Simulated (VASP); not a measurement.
# Se (Fm-3m) in VASP: further runs

Runs on Se. Level: PBEsol. Tasks: relaxation of cell and atoms, single point.

Everything below comes from runs of VASP 6.6.1. Logs are shortened: lines on timing, memory, paths and dates and some standing lists are left out, and cuts for length are marked.

## Step 1: The cell of the first run

It takes space group Fm-3m (No. 225, cubic). Conventional cell: a = 4.435 Å, b = 4.435 Å, c = 4.435 Å, α = 90.00°, β = 90.00°, γ = 90.00°. Se (site symmetry m-3m) has 12 Se at 3.14 Å within 4.1 Å.

## Step 2: Relaxation of cell and atoms, PBEsol

Input file INCAR:

```
PREC = Accurate
ENCUT = 600
EDIFF = 1E-6
ISMEAR = -1
SIGMA = 0.1
LREAL = F
LASPH = T
NELM = 80
ALGO = Normal
ISIF = 3
LWAVE = F
LCHARG = F
GGA = PS
IBRION = 2
NSW = 80
EDIFFG = -0.01
```

Input file KPOINTS:

```
regular mesh
0
Gamma
  12 12 12
```

Input file POSCAR:

```
Se
1.0
    0.0000000000      2.2175113317      2.2175113317
    2.2175113317      0.0000000000      2.2175113317
    2.2175113317      2.2175113317      0.0000000000
Se
1
Direct
    0.0000000000      0.0000000000      0.0000000000
```

Potentials or basis: VASP PAW PBE potentials, release 64 (Se).

Started as:

```bash
$ cat potpaw_PBE.64/Se/POTCAR > POTCAR
$ mpirun -np 1 vasp_std > vasp.out
```

OUTCAR:

```text
PREC = Accurate
   ENCUT = 600
   EDIFF = 1E-6
   ISMEAR = -1
   LREAL = F
   LASPH = T
   NELM = 80
   ISIF = 3
   GGA = PS
   IBRION = 2
   NSW = 80
   EDIFFG = -0.01

 ion  position               nearest neighbor table
   1  0.000  0.000  0.000-

  LATTYP: Found a face centered cubic cell.
 ALAT       =     4.4350226634

  Lattice vectors:

 A1 = (   0.0000000000,   2.2175113317,   2.2175113317)
 A2 = (   2.2175113317,   0.0000000000,   2.2175113317)
 A3 = (   2.2175113317,   2.2175113317,   0.0000000000)

Analysis of symmetry for initial positions (statically):
=====================================================================
 Subroutine PRICEL returns:
 Original cell was already a primitive cell.

 Routine SETGRP: Setting up the symmetry group for a
 face centered cubic supercell.

 Subroutine GETGRP returns: Found 48 space group operations
 (whereof 48 operations were pure point group operations)
 out of a pool of 48 trial point group operations.

The static configuration has the point symmetry O_h .

Analysis of symmetry for dynamics (positions and initial velocities):
=====================================================================
 Subroutine PRICEL returns:
 Original cell was already a primitive cell.

 Routine SETGRP: Setting up the symmetry group for a
 face centered cubic supercell.

 Subroutine GETGRP returns: Found 48 space group operations
 (whereof 48 operations were pure point group operations)
 out of a pool of 48 trial point group operations.

The dynamic configuration has the point symmetry O_h .

 Subroutine INISYM returns: Found 48 space group operations
 (whereof 48 operations are pure point group operations),
 and found     1 'primitive' translations

----------------------------------------------------------------------------------------

                                     Primitive cell

  volume of cell :      21.8086

  direct lattice vectors                    reciprocal lattice vectors
     0.000000000  2.217511332  2.217511332    -0.225477991  0.225477991  0.225477991
     2.217511332  0.000000000  2.217511332     0.225477991 -0.225477991  0.225477991
     2.217511332  2.217511332  0.000000000     0.225477991  0.225477991 -0.225477991

  length of vectors
     3.136034600  3.136034600  3.136034600     0.390539336  0.390539336  0.390539336

  position of ions in fractional coordinates (direct lattice)
     0.000000000  0.000000000  0.000000000

  ion indices of the primitive-cell ions
   primitive index   ion index
                 1           1

----------------------------------------------------------------------------------------

 KPOINTS: regular mesh

[... 55 lines left out ...]
   NGX,Y,Z   is equivalent  to a cutoff of  14.84, 14.84, 14.84 a.u.
   NGXF,Y,Z  is equivalent  to a cutoff of  29.69, 29.69, 29.69 a.u.
 SYSTEM =  unknown system
   PREC   = accura    normal or accurate (medium, high low for compatibility)
   ISTART =      0    job   : 0-new  1-cont  2-samecut
   ICHARG =      2    charge: 1-file 2-atom 10-const
   ISPIN  =      1    spin polarized calculation?
   LNONCOLLINEAR =      F non collinear calculations
   LSORBIT =      F    spin-orbit coupling
   LASPH  =      T    aspherical Exc in radial PAW
   ENCUT  =  600.0 eV  44.10 Ry    6.64 a.u.   6.26  6.26  6.26*2*pi/ulx,y,z
   NELM   =     80;   NELMIN=  2; NELMDL= -5     # of ELM steps
   EDIFF  = 0.1E-05   stopping-criterion for ELM
   LREAL  =      F    real-space projection
   EDIFFG = -.1E-01   stopping-criterion for IOM
   NSW    =     80    number of steps for IOM
   IBRION =      2    ionic relax: 0-MD 1-quasi-New 2-CG
   NFREE  =      1    steps in history (QN), initial steepest desc. (CG)
   ISIF   =      3    stress and relaxation
   ISYM   =      2    0-nonsym 1-usesym 2-fastsym
   POTIM  = 0.5000    time-step for ionic-motion
   TEBEG  =    0.0;   TEEND  =   0.0 temperature during run
   PSTRESS=    0.0 pullay stress
   NELECT =       6.0000    total number of electrons
   NUPDOWN=      -1.0000    fix difference up-down
   EMIN   =  10.00;   EMAX   =-10.00  energy-range for DOS
   EFERMI =   0.00;   METHOD = LEGACY
   ISMEAR =    -1;   SIGMA  =   0.10  broadening in eV -4-tet -1-fermi 0-gaus
   EFERMI_NEDOS =   21; number of points for ismear=-14 and -15
   IALGO  =     38    algorithm
   IMIX   =      4    mixing-type and parameters
     AMIX     =   0.40;   BMIX     =  1.00
     AMIX_MAG =   1.60;   BMIX_MAG =  1.00
  volume/ion in A,a.u.               =      21.81       147.17
  Fermi-wavevector in a.u.,A,eV,Ry     =   1.064754  2.012094 15.424948  1.133702
  Thomas-Fermi vector in A             =   2.200283
   LORBIT       =      0    0 simple, 1 ext, 2 COOP (PROOUT), +10 PAW based schemes
   GGA     = PS    functional components
   LHFCALC =     F    Hartree Fock is set to
   AEXX    =    0.0000 exact exchange contribution
   IVDW    =     0    specifies the selected vdW correction
   LEPSILON=     F    determine dielectric tensor
   LRPA    =     F    only Hartree local field effects (RPA)
 conjugate gradient relaxation of ions
 non-spin polarized calculation
  energy-cutoff  :      600.00
  volume of cell :       21.81
 maximum number of plane-waves:       745
 NGX is ok and might be reduce to    28
   NGX = 13   NGY = 13   NGZ = 13

--------------------------------------- Ionic step        1  -------------------------------------------

 number of electron       6.0000000 magnetization

 Free energy of the ion-electron system (eV)
  ---------------------------------------------------
  ext. energy  EPLUGINS =         0.00000000
  ---------------------------------------------------
  free energy    TOTEN  =        -3.20374856 eV

  energy without entropy =       -3.17095483  energy(sigma->0) =       -3.18735170

 E-fermi :   4.4661     XC(G=0): -10.4170

 val. band max:        4.4206929824   @ k =  -0.4167   0.3333   0.0000
 cond. band min:       4.4680905052   @ k =   0.4167   0.1667   0.0833
 fundamental gap:      0.0473975228
 Fermi energy:         4.4660562770

 k-point     1 :       0.0000    0.0000    0.0000
  band No.  band energies     occupation
      1     -10.9895      2.00000
      2       7.1785      0.00000
      3       7.1785      0.00000
      4       7.1785      0.00000
      5      14.5827      0.00000
      6      16.3487      0.00000
      7      16.3487      0.00000
[... 299 lines left out ...]
--------------------------------------- Ionic step        3  -------------------------------------------

 number of electron       6.0000000 magnetization

 Free energy of the ion-electron system (eV)
  ---------------------------------------------------
  ext. energy  EPLUGINS =         0.00000000
  ---------------------------------------------------
  free energy    TOTEN  =        -3.27060970 eV

  energy without entropy =       -3.24134775  energy(sigma->0) =       -3.25597873

 E-fermi :   5.9249     XC(G=0): -10.9648

 val. band max:        5.8953783674   @ k =  -0.1667   0.1667   0.0000
 cond. band min:       5.9420049062   @ k =   0.4167   0.1667   0.0833
 fundamental gap:      0.0466265388
 Fermi energy:         5.9248886282

 k-point     1 :       0.0000    0.0000    0.0000
  band No.  band energies     occupation
      1     -10.5882      2.00000
      2       9.2500      0.00000
      3       9.2500      0.00000
      4       9.2500      0.00000
      5      17.5785      0.00000
      6      18.0355      0.00000
      7      18.0355      0.00000
[... 258 lines left out ...]
  FREE ENERGIE OF THE ION-ELECTRON SYSTEM (eV)
  ---------------------------------------------------
  free  energy   TOTEN  =        -3.2706097043 eV

  energy  without entropy=       -3.2413477476  energy(sigma->0) =       -3.25597873

 reached required accuracy - stopping structural energy minimisation
```

CONTCAR:

```text
Se
   1.00000000000000
    -0.0000000000000000    2.1296270744171548    2.1296270744171548
     2.1296270744171548   -0.0000000000000000    2.1296270744171548
     2.1296270744171548    2.1296270744171548    0.0000000000000000
  Se
     1
Direct
     0.0000000000000000    0.0000000000000000    0.0000000000000000

  0.00000000E+00  0.00000000E+00  0.00000000E+00
```

Wall time 13 s (1 thread of Intel Xeon 6975P-C (Granite Rapids), shared host); peak memory 0.16 GiB.

What came out:

```yaml
Free_energy: -3.2706 eV
Relaxed_volume: 19.32 Å³/atom
Relaxed_cell: a = 3.012 Å, b = 3.012 Å, c = 3.012 Å, α = 60.00°, β = 60.00°, γ = 60.00°
Space_group_after_relaxing_to_0.05_Å: Fm-3m (No. 225)
Energy_gained_by_relaxing: 66.9 meV/atom
Ionic_steps: 3
Pressure_after_relaxing: 0.0 GPa
Band_gap_on_the_k_mesh: zero (band 3 reaches 9.25 eV, above the bottom of band 4 at 3.46 eV)
```

The path:
```
step  energy change (eV)  largest force (eV/Å)  pressure (GPa)  volume (Å³)
   1              0.0000                0.0000           -7.69        21.81
   2             -0.0607                0.0000            3.12        18.67
   3             -0.0669                0.0000            0.02        19.32
```

Final structure:
```yaml
crystal:
  lattice:
    - [0.00000, 2.12963, 2.12963]
    - [2.12963, 0.00000, 2.12963]
    - [2.12963, 2.12963, 0.00000]
  atoms:
    - { symbol: Se, position: [0.00000, 0.00000, 0.00000] }
```

Caveat: the PAW data sets were made with another functional, which shifts forces and pressure a little.

## Step 3: Single point, PBEsol

This run uses another cell than the first one, of 19.31 Å³/atom, 0.885 times its volume.

Input file INCAR:

```
SYSTEM = Se
PREC     = Accurate       ! precision mode
ENCUT    = 520            ! plane-wave cutoff, eV
EDIFF    = 1E-7           ! SCF threshold, eV
ISMEAR   = -1             ! smearing method
SIGMA    = 0.1            ! smearing width, eV
LREAL    = .FALSE.        ! projectors in reciprocal space
LASPH    = .TRUE.         ! aspherical terms in the spheres
NELM     = 60             ! most SCF steps
ALGO     = Normal         ! electronic algorithm
ISIF     = 2              ! what is computed and relaxed
LWAVE    = .FALSE.        ! write WAVECAR
LCHARG   = .TRUE.         ! write CHGCAR
GGA      = PS             ! functional
LELF     = .TRUE.         ! ELF
LVHAR    = .TRUE.       
NBANDS   = 9              ! bands
```

Input file KPOINTS:

```
Automatic mesh
0
G
  21 21 21
  0 0 0
```

Input file POSCAR:

```
Se
1.0
    0.0000000000      2.1292752455      2.1292752455
    2.1292752455      0.0000000000      2.1292752455
    2.1292752455      2.1292752455      0.0000000000
Se
1
Direct
    0.0000000000      0.0000000000      0.0000000000
```

Potentials or basis: VASP PAW PBE potentials, release 64 (Se).

Started as:

```bash
$ cat potpaw_PBE.64/Se/POTCAR > POTCAR
$ mpirun -np 1 vasp_std > vasp.out
```

Run time: 11 s. Hardware: 1 thread of Intel Xeon 6975P-C (Granite Rapids), shared host; peak memory 0.17 GiB.

Results (log left out):

* Free energy: -3.2721 eV
* Pressure: -0.1 GPa
* Band gap on the k mesh: zero (band 3 reaches 9.26 eV, above the bottom of band 4 at 3.58 eV)

Levels at points of the mesh, in eV from the Fermi level:
```tsv
k point	band 1	band 2	band 3	band 4	band 5	band 6	band 7
(0.00, 0.00, 0.00)	-16.53	3.32	3.32	3.32	11.65	12.10	12.10
```

Caveat: the PAW data sets were made with another functional, which shifts forces and pressure a little.
